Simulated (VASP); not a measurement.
# MgBe2SeS2 (P-4m2) in VASP: further runs, part 2 of 2

VASP 6.6.1.

### 5 Relaxation of cell and atoms, PBE

The input, INCAR:

```
PREC = Accurate ; ENCUT = 600
EDIFF = 1E-7 ; ISMEAR = 0
SIGMA = 0.1 ; LREAL = F
LASPH = T ; NELM = 60
ALGO = Normal ; ISIF = 3
LWAVE = F ; LCHARG = F
GGA = PE ; IBRION = 2
NSW = 90 ; EDIFFG = -0.04
```

The input, KPOINTS:

```
Automatic mesh
0
Gamma
  4 4 4
```

The input, POSCAR:

```
MgBe2SeS2
1.0
    4.1025209300      0.0000000000      0.0000000000
    0.0000000000      4.1025209300      0.0000000000
    0.0000000000      0.0000000000      6.8470218400
Mg Be Se S
1 2 1 2
Direct
    0.0000000000      0.0000000000      0.0000000000
    0.5000000000      0.0000000000      0.3182089900
    0.0000000000      0.5000000000      0.6817910100
    0.5000000000      0.5000000000      0.0000000000
    0.5000000000      0.0000000000      0.8291289800
    0.0000000000      0.5000000000      0.1708710200
```

Potentials or basis: VASP PAW PBE potentials, release 64 (Mg, Be, Se, S).

Run with:

```console
$ cat potpaw_PBE.64/Mg/POTCAR potpaw_PBE.64/Be/POTCAR potpaw_PBE.64/Se/POTCAR potpaw_PBE.64/S/POTCAR > POTCAR
$ mpirun -np 1 vasp_std > vasp.out
```

OUTCAR:

```text
PREC = Accurate
   ENCUT = 600
   EDIFF = 1E-7
   ISMEAR = 0
   LREAL = F
   LASPH = T
   NELM = 60
   ISIF = 3
   GGA = PE
   IBRION = 2
   NSW = 90
   EDIFFG = -0.04

 ion  position               nearest neighbor table
   1  0.000  0.000  0.000-   5 2.36   6 2.36   6 2.36   5 2.36   4 2.90   4 2.90   4 2.90   4 2.90
                             2 2.99   3 2.99   3 2.99   2 2.99
   2  0.500  0.000  0.318-   1 2.99   1 2.99
   3  0.000  0.500  0.682-   1 2.99   1 2.99
   4  0.500  0.500  0.000-   5 2.36   6 2.36   5 2.36   6 2.36   1 2.90   1 2.90   1 2.90   1 2.90

   5  0.500  0.000  0.829-   1 2.36   4 2.36   4 2.36   1 2.36
   6  0.000  0.500  0.171-   1 2.36   4 2.36   1 2.36   4 2.36

  LATTYP: Found a simple tetragonal cell.
 ALAT       =     4.1025209300
 C/A-ratio  =     1.6689791367

  Lattice vectors:

 A1 = (   4.1025209300,   0.0000000000,   0.0000000000)
 A2 = (   0.0000000000,   4.1025209300,   0.0000000000)
 A3 = (   0.0000000000,   0.0000000000,   6.8470218400)

Analysis of symmetry for initial positions (statically):
=====================================================================
 Subroutine PRICEL returns:
[... 169 lines left out ...]
  ---------------------------------------------------
  ext. energy  EPLUGINS =         0.00000000
  ---------------------------------------------------
  free energy    TOTEN  =       -13.83794933 eV

  energy without entropy =      -13.80783125  energy(sigma->0) =      -13.82289029

------------------------ aborting loop because EDIFF is reached ----------------------------------------

  FORCE on cell =-STRESS in cart. coord.  units (eV):
  Direction    XX          YY          ZZ          XY          YZ          ZX
  --------------------------------------------------------------------------------------
  -------------------------------------------------------------------------------------
  Total       10.9066599     10.9066599      4.7529253      0.0000000     -0.0000000      0.0000000
  in kB      151.6348509    151.6348509     66.0797280      0.0000000     -0.0000000      0.0000000
  external PRESSURE =     123.1164766 kB  Pullay stress =       0.0000000 kB
[... 790 lines left out ...]
      3      -8.2744      2.00000
      4      -2.7059      2.00000
      5      -2.7059      2.00000
      6      -0.6550      2.00000
[... 8 lines left out ...]
     15       6.9838      0.00000
     16       7.0902      0.00000

[... ionic steps 4 to 64 ...]

--------------------------------------- Ionic step       65  -------------------------------------------

 number of electron      23.9999998 magnetization

------------------------ aborting loop because EDIFF is reached ----------------------------------------
[... 75 lines left out ...]
--------------------------------------- Ionic step       67  -------------------------------------------

 number of electron      23.9999998 magnetization

 Free energy of the ion-electron system (eV)
  ---------------------------------------------------
  ext. energy  EPLUGINS =         0.00000000
  ---------------------------------------------------
  free energy    TOTEN  =       -20.26702050 eV

  energy without entropy =      -20.25264822  energy(sigma->0) =      -20.25983436

 E-fermi :   3.9445     XC(G=0):  -9.3946

 val. band max:        3.8744689220   @ k =   0.2500   0.0000   0.2500
 cond. band min:       3.9946419480   @ k =   0.5000   0.0000   0.5000
 fundamental gap:      0.1201730260
 Fermi energy:         3.9444568577
[... 373 lines left out ...]
  FREE ENERGIE OF THE ION-ELECTRON SYSTEM (eV)
  ---------------------------------------------------
  free  energy   TOTEN  =       -20.2670204977 eV

  energy  without entropy=      -20.2526482161  energy(sigma->0) =      -20.25983436

 reached required accuracy - stopping structural energy minimisation
```

Run time: 20 min. Hardware: 1 thread of AMD EPYC 9R45 (Zen 5), shared host; peak memory 0.27 GiB.

What came out:

```
Free energy                            : -20.2670 eV
Relaxed volume                         : 17.84 Å³/atom
Relaxed cell                           : a = 5.197 Å, b = 5.197 Å, c = 3.964 Å, α = 90.00°, β = 90.00°, γ = 90.00°
Space group after relaxing (to 0.05 Å) : P-4m2 (No. 115)
Energy gained by relaxing              : 1071.5 meV/atom
Ionic steps                            : 67
Pressure after relaxing                : 0.0 GPa
Largest force after relaxing           : 0.021 eV/Å
Band gap on the k mesh                 : zero (band 12 reaches 4.51 eV, above the bottom of band 13 at 3.67 eV)
```

Forces in eV/Å, atoms in the order of the input:
```
Mg   0.000  0.000  0.000
Be   0.000  0.000 -0.021
Be   0.000  0.000  0.021
Se   0.000  0.000  0.000
S    0.000  0.000 -0.011
S    0.000  0.000  0.011
```

Step by step:
```csv
step,energy change (eV),largest force (eV/Å),pressure (GPa),volume (Å³)
1,0.0000,2.5950,12.31,115.24
3,-1.1748,0.4651,-1.11,140.12
5,-1.7255,1.5235,-1.98,130.42
7,4.5048,24.4616,59.92,80.06
9,-3.8916,1.6051,10.63,96.40
11,-3.8763,1.2614,11.63,95.43
13,-3.9012,1.7542,12.83,94.78
15,-3.9368,1.5096,12.11,95.28
17,-4.1872,1.3872,9.24,98.19
19,-4.7238,0.9072,0.95,110.42
21,-4.7764,0.6841,-1.89,116.96
23,-4.8035,0.7282,-1.52,115.81
25,-5.0354,0.8744,-1.08,113.26
27,-5.7902,1.0081,3.44,103.01
29,-5.6984,1.3674,5.13,101.46
31,-5.7103,1.2264,6.79,99.65
33,-5.8283,0.5328,6.32,100.12
35,-5.9931,1.1159,4.87,102.10
37,-6.1998,0.3971,-3.39,113.97
39,-6.2369,0.5709,-1.34,110.30
41,-6.2766,0.4463,-0.88,109.53
43,-6.2931,0.4962,-0.37,108.53
45,-6.2891,0.1926,4.35,100.66
47,-6.3413,0.1812,1.51,104.63
49,-6.3748,0.2924,0.43,105.54
51,-6.3978,0.2284,-0.29,107.27
53,-6.4108,0.0734,0.06,107.64
55,-6.4166,0.1591,-0.28,107.91
57,-6.4224,0.0469,-0.34,107.45
59,-6.4257,0.0713,0.30,106.33
61,-6.4269,0.0751,0.19,106.59
63,-6.4281,0.0590,-0.12,107.20
65,-6.4287,0.0497,-0.08,107.28
67,-6.4291,0.0208,0.04,107.05
```

Final structure:
```
Mg Be Se S
1.0
     5.19677    0.00000    0.00000
     0.00000    5.19677    0.00000
     0.00000    0.00000    3.96383
Mg Be Se S
1 2 1 2
Direct
  0.00000 0.00000 0.00000
  0.50000 0.00000 0.00753
  0.00000 0.50000 0.99247
  0.50000 0.50000 0.00000
  0.50000 0.00000 0.50663
  0.00000 0.50000 0.49337
```

Caveat: the k points lie up to 0.40 Å⁻¹ apart in the final cell.

### 6 Single point, PBE

This run uses another cell than the first one, of 22.54 Å³/atom, 1.174 times its volume.

The input, INCAR:

```
SYSTEM = MgBe2SeS2
  ALGO = Normal
  EDIFF = 1E-6
  ENCUT = 520
  GGA = PE
  ISIF = 2
  ISMEAR = 0
  LASPH = .TRUE.
  LCHARG = .TRUE.
  LELF = .TRUE.
  LREAL = .FALSE.
  LVHAR = .TRUE.
  LWAVE = .FALSE.
  NBANDS = 21
  NELM = 80
  PREC = Accurate
  SIGMA = 0.02
```

The input, KPOINTS:

```
k-points
0
G
  8 8 4
  0 0 0
```

The input, POSCAR:

```
MgBe2SeS2
1.0
    3.4537298554      0.0000000000      0.0000000000
    0.0000000000      3.4537298554      0.0000000000
    0.0000000000      0.0000000000     11.3380368609
Mg Be Se S
1 2 1 2
Direct
    0.0000000000      0.0000000000      0.0000000000
    0.5000000000      0.0000000000      0.4304332779
    0.0000000000      0.5000000000      0.5695667221
    0.5000000000      0.5000000000      0.0000000000
    0.5000000000      0.0000000000      0.6102855865
    0.0000000000      0.5000000000      0.3897144135
```

Potentials or basis: VASP PAW PBE potentials, release 64 (Mg, Be, Se, S).

Run with:

```console
$ cat potpaw_PBE.64/Mg/POTCAR potpaw_PBE.64/Be/POTCAR potpaw_PBE.64/Se/POTCAR potpaw_PBE.64/S/POTCAR > POTCAR
$ mpirun -np 1 vasp_std > vasp.out
```

Run time: 87 s. Hardware: 1 thread of AMD EPYC 9R45 (Zen 5), shared host; peak memory 0.3 GiB.

The run converged. Its results:

| Property | Result |
| --- | --- |
| Free energy | -23.8960 eV |
| Pressure | 0.0 GPa |
| Largest force | 0.012 eV/Å |
| Band gap on the k mesh | 0.70 eV, indirect (least direct gap 0.90 eV) |

Forces in eV/Å, atoms in the order of the input:
```
Mg   0.000  0.000  0.000
Be   0.000  0.000  0.006
Be   0.000  0.000 -0.006
Se   0.000  0.000  0.000
S    0.000  0.000  0.012
S    0.000  0.000 -0.012
```

Levels at points of the mesh, in eV from the valence-band top:
```tsv
k point	band 9	band 10	band 11	band 12	band 13	band 14	band 15	band 16
(0.00, 0.00, 0.00)	-1.22	-1.22	-0.52	-0.52	1.79	1.95	3.03	4.69
(0.50, 0.00, 0.00)	-1.24	-1.23	-1.23	0.00	2.86	3.17	3.47	4.07
(0.50, 0.50, 0.00)	-3.69	-3.28	-3.28	-0.19	0.71	0.71	2.02	4.68
(0.00, 0.00, 0.50)	-1.22	-1.22	-0.52	-0.52	1.92	1.92	2.84	4.69
(0.50, 0.00, 0.50)	-1.23	-1.23	-1.21	0.00	3.04	3.14	3.40	4.07
(0.50, 0.50, 0.50)	-3.69	-3.28	-3.28	-0.19	0.70	0.70	2.04	4.56
```

A k mesh can miss the band edges.

### 7 Summary

| task | cell | k mesh | cutoff (eV) | smearing | gap on the mesh (eV) | pressure (GPa) | largest force (eV/Å) |
| --- | --- | --- | --- | --- | --- | --- | --- |
| single point | a = 4.103, b = 4.103, c = 6.847 Å, 6 atoms | 4 × 4 × 4 | 520 | gaussian 0.1 eV | none | 12.3 | 2.60 |
| single point | a = 3.463, b = 3.463, c = 10.747 Å, 6 atoms | 4 × 4 × 4 | 520 | gaussian 0.1 eV | 0.68 | 0.0 | 0.01 |
| single point | a = 3.456, b = 3.456, c = 10.800 Å, 6 atoms | 6 × 6 × 2 | 520 | gaussian 0.1 eV | 0.69 | 0.0 | 0.02 |
| relaxation of cell and atoms | relaxed from a = 4.103, b = 4.103, c = 6.847 Å, 6 atoms | 4 × 4 × 4 | 600 | gaussian 0.1 eV | none | 0.0 | 0.02 |
| single point | a = 3.454, b = 3.454, c = 11.338 Å, 6 atoms | 8 × 8 × 4 | 520 | gaussian 0.02 eV | 0.70 | 0.0 | 0.01 |

Alike in all rows: level PBE; potentials or basis VASP PAW PBE potentials, release 64 (Mg, Be, Se, S); no spin polarisation.

Caveats: some runs use coarse meshes; forces of over 1 eV/Å act on the atoms, so gaps and moduli don't describe the material at rest (some runs).

Total energies depend on the potentials used, so only differences within one code and one set of settings carry meaning.
